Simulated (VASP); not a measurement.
# TiO2 (P4_2/mnm) in VASP: vibrations by perturbation theory with LDA

Aim: the vibrations by perturbation theory of TiO2 with LDA.

Everything below comes from runs of VASP 6.6.1. Logs are shortened: lines on timing, memory, paths and dates and some standing lists are left out, and cuts for length are marked.

## (1) The cell of the first run

It takes space group P4_2/mnm (No. 136, tetragonal). Conventional cell: a = 4.549 Å, b = 4.549 Å, c = 2.917 Å, α = 90.00°, β = 90.00°, γ = 90.00°. Ti (site symmetry mmm) has 6 O at 1.93 to 1.96 Å within 2.6 Å. O (site symmetry m2m) has 3 Ti at 1.93 to 1.96 Å and 1 O at 2.52 Å within 2.6 Å.

## (2) Vibrations by perturbation theory, LDA

The input, INCAR:

```
SYSTEM = TiO2
  PREC = Accurate
  ENCUT = 520
  EDIFF = 1E-8
  ISMEAR = 0
  SIGMA = 0.05
  LREAL = .False.
  LASPH = .True.
  NELM = 60
  ALGO = Normal
  ISIF = 2
  LWAVE = .False.
  LCHARG = .True.
  GGA = CA
  NBANDS = 33
  IBRION = 8
  NSW = 1
```

The input, KPOINTS:

```
regular mesh
0
Gamma
  6 6 10
  0 0 0
```

The input, POSCAR:

```
TiO2
1.0
    4.5491223638      0.0000000000      0.0000000000
    0.0000000000      4.5491223638      0.0000000000
    0.0000000000      0.0000000000      2.9174869449
Ti O
2 4
Direct
    0.0000000000      0.0000000000      0.0000000000
    0.5000000000      0.5000000000      0.5000000000
    0.3039457558      0.3039457558      0.0000000000
    0.1960542442      0.8039457558      0.5000000000
    0.6960542442      0.6960542442      0.0000000000
    0.8039457558      0.1960542442      0.5000000000
```

Potentials or basis: VASP PAW LDA potentials, release 64 (Ti_sv, O).

The run is started by

```
$ cat potpaw_LDA.64/Ti_sv/POTCAR potpaw_LDA.64/O/POTCAR > POTCAR
$ mpirun -np 1 vasp_std > vasp.out
```

OUTCAR:

```text
SYSTEM = TiO2
   PREC = Accurate
   ENCUT = 520
   EDIFF = 1E-8
   ISMEAR = 0
   LREAL = .False.
   LASPH = .True.
   NELM = 60
   ISIF = 2
   GGA = CA
   IBRION = 8
   NSW = 1

 ion  position               nearest neighbor table
   1  0.000  0.000  0.000-   4 1.93   6 1.93   4 1.93   6 1.93   5 1.96   3 1.96
   2  0.500  0.500  0.500-   3 1.93   5 1.93   3 1.93   5 1.93   4 1.96   6 1.96
   3  0.304  0.304  0.000-   2 1.93   2 1.93   1 1.96
   4  0.196  0.804  0.500-   1 1.93   1 1.93   2 1.96
   5  0.696  0.696  0.000-   2 1.93   2 1.93   1 1.96
   6  0.804  0.196  0.500-   1 1.93   1 1.93   2 1.96

  LATTYP: Found a simple tetragonal cell.
 ALAT       =     4.5491223638
 C/A-ratio  =     0.6413296262

  Lattice vectors:

 A1 = (   4.5491223638,   0.0000000000,   0.0000000000)
 A2 = (   0.0000000000,   4.5491223638,   0.0000000000)
 A3 = (   0.0000000000,   0.0000000000,   2.9174869449)

Analysis of symmetry for initial positions (statically):
=====================================================================
 Subroutine PRICEL returns:
 Original cell was already a primitive cell.

 Routine SETGRP: Setting up the symmetry group for a
 simple tetragonal supercell.

 Subroutine GETGRP returns: Found 16 space group operations
 (whereof  8 operations were pure point group operations)
 out of a pool of 16 trial point group operations.

The static configuration has the point symmetry D_2h.
 The point group associated with its full space group is D_4h.

Analysis of symmetry for dynamics (positions and initial velocities):
=====================================================================
 Subroutine PRICEL returns:
 Original cell was already a primitive cell.

 Routine SETGRP: Setting up the symmetry group for a
 simple tetragonal supercell.

 Subroutine GETGRP returns: Found 16 space group operations
 (whereof  8 operations were pure point group operations)
 out of a pool of 16 trial point group operations.

The dynamic configuration has the point symmetry D_2h.
 The point group associated with its full space group is D_4h.

 Subroutine INISYM returns: Found 16 space group operations
 (whereof  8 operations are pure point group operations),
 and found     1 'primitive' translations

----------------------------------------------------------------------------------------

                                     Primitive cell

  volume of cell :      60.3760

  direct lattice vectors                    reciprocal lattice vectors
     4.549122364  0.000000000  0.000000000     0.219822621  0.000000000  0.000000000
     0.000000000  4.549122364  0.000000000     0.000000000  0.219822621  0.000000000
     0.000000000  0.000000000  2.917486945     0.000000000  0.000000000  0.342760745

  length of vectors
     4.549122364  4.549122364  2.917486945     0.219822621  0.219822621  0.342760745

  position of ions in fractional coordinates (direct lattice)
     0.000000000  0.000000000  0.000000000
     0.500000000  0.500000000  0.500000000
     0.303945756  0.303945756  0.000000000
[... 143 lines left out ...]
  band No.  band energies     occupation
      1     -51.1665      2.00000
      2     -51.1444      2.00000
      3     -27.9123      2.00000
      4     -27.9123      2.00000
      5     -27.7166      2.00000
      6     -27.7166      2.00000
[... 853 lines left out ...]
     32      10.5115      0.00000
     33      11.7160      0.00000

 [... further k-points ...]

------------------------ aborting loop because EDIFF is reached ----------------------------------------

  FORCE on cell =-STRESS in cart. coord.  units (eV):
  Direction    XX          YY          ZZ          XY          YZ          ZX
  --------------------------------------------------------------------------------------
  -------------------------------------------------------------------------------------
  Total        0.3700302      0.3700302      0.5421101      0.0000000      0.0000000      0.0000000
  in kB        9.8193693      9.8193693     14.3857969      0.0000000      0.0000000      0.0000000
  external PRESSURE =      11.3415119 kB  Pullay stress =       0.0000000 kB

 VOLUME and BASIS-vectors are now :
 -----------------------------------------------------------------------------
  energy-cutoff  :      520.00
  volume of cell :       60.38
      direct lattice vectors                 reciprocal lattice vectors
     4.549122364  0.000000000  0.000000000     0.219822621  0.000000000  0.000000000
     0.000000000  4.549122364  0.000000000     0.000000000  0.219822621  0.000000000
     0.000000000  0.000000000  2.917486945     0.000000000  0.000000000  0.342760745

 POSITION                                       TOTAL-FORCE (eV/Angst)
 -----------------------------------------------------------------------------------
      0.00000      0.00000      0.00000         0.000000      0.000000      0.000000
      2.27456      2.27456      1.45874         0.000000      0.000000      0.000000
      1.38269      1.38269      0.00000        -0.022900     -0.022900      0.000000
      0.89187      3.65725      1.45874         0.022900     -0.022900      0.000000
      3.16644      3.16644      0.00000         0.022900      0.022900     -0.000000
      3.65725      0.89187      1.45874        -0.022900      0.022900     -0.000000
 -----------------------------------------------------------------------------------
    total drift:                                0.000000      0.000000      0.000000

  FREE ENERGIE OF THE ION-ELECTRON SYSTEM (eV)
  ---------------------------------------------------
  free  energy   TOTEN  =       -58.7776774906 eV

  energy  without entropy=      -58.7776774906  energy(sigma->0) =      -58.77767749

[... ionic steps 2 to 9 ...]

--------------------------------------- Ionic step       10  -------------------------------------------

------------------------ aborting loop because EDIFF is reached ----------------------------------------

[... ionic steps 11 to 11 ...]

--------------------------------------- Ionic step       12  -------------------------------------------

 Free energy of the ion-electron system (eV)
  ---------------------------------------------------
  ---------------------------------------------------
  free energy    TOTEN  =        -0.35730135 eV

  energy without entropy =       -0.35730135

------------------------ aborting loop because EDIFF is reached ----------------------------------------

 INTERNAL STRAIN TENSOR  FOR ION    3  DIRECTION 3   (eV/Angst):
 -----------------------------------------------------------------------------
    -0.00518  0.00578  5.76057
     0.00578 -0.00518  5.76057
     6.84905  6.84905  0.01141

 INTERNAL STRAIN TENSOR FOR ION    6 for displacements in x,y,z  (eV/Angst):
          X           Y           Z          XY          YZ          ZX
  --------------------------------------------------------------------------------
  x     4.14136     1.65539     4.93268     1.43784     0.00000     0.00000
  y    -1.65539    -4.14136    -4.93268    -1.41133     0.00000     0.00000
  z     0.00000     0.00000     0.00000     0.00000    -6.84905     5.76057

 SECOND DERIVATIVES (NOT SYMMETRIZED)
 ------------------------------------
               1X          1Y          1Z          2X          2Y          2Z          3X          3Y          3Z          4X          4Y          4Z          5X          5Y          5Z          6X          6Y          6Z
  1X   -17.593421    4.695736    0.000000   14.969879    0.008547    0.000000   -0.785394   -0.418447    0.000000    2.097165   -1.933695    0.000000   -0.785394   -0.418447    0.000000    2.097165   -1.933695    0.000000
  1Y     4.695736  -17.593421    0.000000    0.008547   14.969879    0.000000   -0.418447   -0.785394    0.000000   -1.933695    2.097165    0.000000   -0.418447   -0.785394    0.000000   -1.933695    2.097165    0.000000
  1Z     0.000000    0.000000   -2.167131    0.000000    0.000000    0.468045    0.000000    0.000000   -0.256878    0.000000    0.000000    1.106421    0.000000    0.000000   -0.256878    0.000000    0.000000    1.106421
  2X    14.969879   -0.008547    0.000000  -17.593421   -4.695736    0.000000    2.097165    1.933695    0.000000   -0.785394    0.418447    0.000000    2.097165    1.933695    0.000000   -0.785394    0.418447    0.000000
  2Y    -0.008547   14.969879    0.000000   -4.695736  -17.593421    0.000000    1.933695    2.097165    0.000000    0.418447   -0.785394    0.000000    1.933695    2.097165    0.000000    0.418447   -0.785394    0.000000
  2Z     0.000000    0.000000    0.468045    0.000000    0.000000   -2.167131    0.000000    0.000000    1.106421    0.000000    0.000000   -0.256878    0.000000    0.000000    1.106421    0.000000    0.000000   -0.256878
  3X    -0.784808   -0.397930    0.000000    2.092663    1.929455    0.000000  -12.367768   -7.106300    0.000000   -0.780728    0.994075    0.000000    5.995332    5.584858    0.000000    5.845309   -1.004158    0.000000
  3Y    -0.397930   -0.784808    0.000000    1.929455    2.092663    0.000000   -7.106300  -12.367768    0.000000   -1.004158    5.845309    0.000000    5.584858    5.995332    0.000000    0.994075   -0.780728    0.000000
  3Z     0.000000    0.000000   -0.261680    0.000000    0.000000    1.101636    0.000000    0.000000   -8.977686    0.000000    0.000000    2.100750    0.000000    0.000000    3.936231    0.000000    0.000000    2.100750
  4X     2.092663   -1.929455    0.000000   -0.784808    0.397930    0.000000   -0.780728   -0.994075    0.000000  -12.367768    7.106300    0.000000    5.845309    1.004158    0.000000    5.995332   -5.584858    0.000000
  4Y    -1.929455    2.092663    0.000000    0.397930   -0.784808    0.000000    1.004158    5.845309    0.000000    7.106300  -12.367768    0.000000   -0.994075   -0.780728    0.000000   -5.584858    5.995332    0.000000
  4Z     0.000000    0.000000    1.101636    0.000000    0.000000   -0.261680    0.000000    0.000000    2.100750    0.000000    0.000000   -8.977686    0.000000    0.000000    2.100750    0.000000    0.000000    3.936231
  5X    -0.784808   -0.397930    0.000000    2.092663    1.929455    0.000000    5.995332    5.584858    0.000000    5.845309   -1.004158    0.000000  -12.367768   -7.106300    0.000000   -0.780728    0.994075    0.000000
  5Y    -0.397930   -0.784808    0.000000    1.929455    2.092663    0.000000    5.584858    5.995332    0.000000    0.994075   -0.780728    0.000000   -7.106300  -12.367768    0.000000   -1.004158    5.845309    0.000000
  5Z     0.000000    0.000000   -0.261680    0.000000    0.000000    1.101636    0.000000    0.000000    3.936231    0.000000    0.000000    2.100750    0.000000    0.000000   -8.977686    0.000000    0.000000    2.100750
  6X     2.092663   -1.929455    0.000000   -0.784808    0.397930    0.000000    5.845309    1.004158    0.000000    5.995332   -5.584858    0.000000   -0.780728   -0.994075    0.000000  -12.367768    7.106300    0.000000
  6Y    -1.929455    2.092663    0.000000    0.397930   -0.784808    0.000000   -0.994075   -0.780728    0.000000   -5.584858    5.995332    0.000000    1.004158    5.845309    0.000000    7.106300  -12.367768    0.000000
  6Z     0.000000    0.000000    1.101636    0.000000    0.000000   -0.261680    0.000000    0.000000    2.100750    0.000000    0.000000    3.936231    0.000000    0.000000    2.100750    0.000000    0.000000   -8.977686

 Eigenvectors and eigenvalues of the dynamical matrix
 ----------------------------------------------------

   1 f  =   24.618892 THz   154.685062 2PiTHz  821.197854 cm-1   101.815512 meV
             X         Y         Z           dx          dy          dz
      0.000000  0.000000  0.000000    -0.000000   -0.000000    0.000000
      2.274561  2.274561  1.458743    -0.000000    0.000000   -0.000000
      1.382686  1.382686  0.000000    -0.353553   -0.353553    0.000000
      0.891875  3.657248  1.458743    -0.353553    0.353553    0.000000
      3.166436  3.166436  0.000000     0.353553    0.353553   -0.000000
      3.657248  0.891875  1.458743     0.353553   -0.353553    0.000000
[... 145 lines left out ...]
  18 f/i=    0.012909 THz     0.081110 2PiTHz    0.430601 cm-1     0.053388 meV
             X         Y         Z           dx          dy          dz
      0.000000  0.000000  0.000000     0.000000   -0.000000   -0.546200
      2.274561  2.274561  1.458743     0.000000   -0.000000   -0.546200
      1.382686  1.382686  0.000000     0.000000   -0.000000   -0.317542
      0.891875  3.657248  1.458743     0.000000   -0.000000   -0.317542
      3.166436  3.166436  0.000000     0.000000   -0.000000   -0.317542
      3.657248  0.891875  1.458743     0.000000   -0.000000   -0.317542

--------------------------------------------------------------------------------------------------------

 ELASTIC MODULI CONTR FROM IONIC RELAXATION (kBar)
 Direction    XX          YY          ZZ          XY          YZ          ZX
 --------------------------------------------------------------------------------
 XX        -393.6401    234.6217   -135.3146      0.0000      0.0000      0.0000
 YY         234.6217   -393.6401   -135.3146     -0.0000     -0.0000     -0.0000
 ZZ        -135.3146   -135.3146   -230.2886     -0.0000     -0.0000      0.0000
 XY           0.0000     -0.0000      0.0000    -10.8619     -0.0000     -0.0000
 YZ           0.0000     -0.0000     -0.0000     -0.0000   -385.5757      0.0000
 ZX           0.0000     -0.0000      0.0000     -0.0000      0.0000   -272.7592
 --------------------------------------------------------------------------------
```

Wall time 32 min (1 thread of Oxide Virtual Turin-like, shared host); peak memory 0.51 GiB.

What came out:

```yaml
Highest_phonon_frequency_at_Γ_LO-TO_splitting_left_out: 821 cm⁻¹
```

Phonon frequencies in cm⁻¹ (negative: imaginary):
```tsv
q point	frequencies
(0.000, 0.000, 0.000)	0 0 0 112 133 151 151 155 387 387 399 418 468 468 494 494 617 821
```

Caveat: the cell stands under pressure or tension, which shifts response properties.
